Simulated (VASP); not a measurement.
Runs of VASP 6.6.1 on Al. The structure is that of space group Cmcm (No. 63), or close to it. The cells are those of the table. 

| cell | gap on the mesh (eV) | pressure (GPa) | largest force (eV/Å) |
| --- | --- | --- | --- |
| a = 4.688, b = 4.688, c = 4.282 Å, angles 102.4, 102.4, 143.6°, 2 atoms | none | -3.3 | 0.02 |
| a = 4.629, b = 4.629, c = 4.229 Å, angles 102.4, 102.4, 143.6°, 2 atoms | none | -1.9 | - |
| a = 4.569, b = 4.569, c = 4.174 Å, angles 102.4, 102.4, 143.6°, 2 atoms | none | 0.0 | 0.01 |
| a = 4.745, b = 4.745, c = 4.334 Å, angles 102.4, 102.4, 143.6°, 2 atoms | none | (a) | 0.03 |

Alike in all rows: task single point; level BLYP; potentials or basis VASP PAW PBE potentials, release 64 (Al); no spin polarisation; k mesh 17 × 17 × 12; cutoff (eV) 520; smearing fermi-dirac 0.1 eV.

Problem. Estimate the missing entries.

Solution. (a) -4.5.

Caveats: the PAW data sets were made with another functional, which shifts forces and pressure a little; the cell stands under tension (at least some runs).

A gap of «none» marks levels without a gap at the run's occupations.
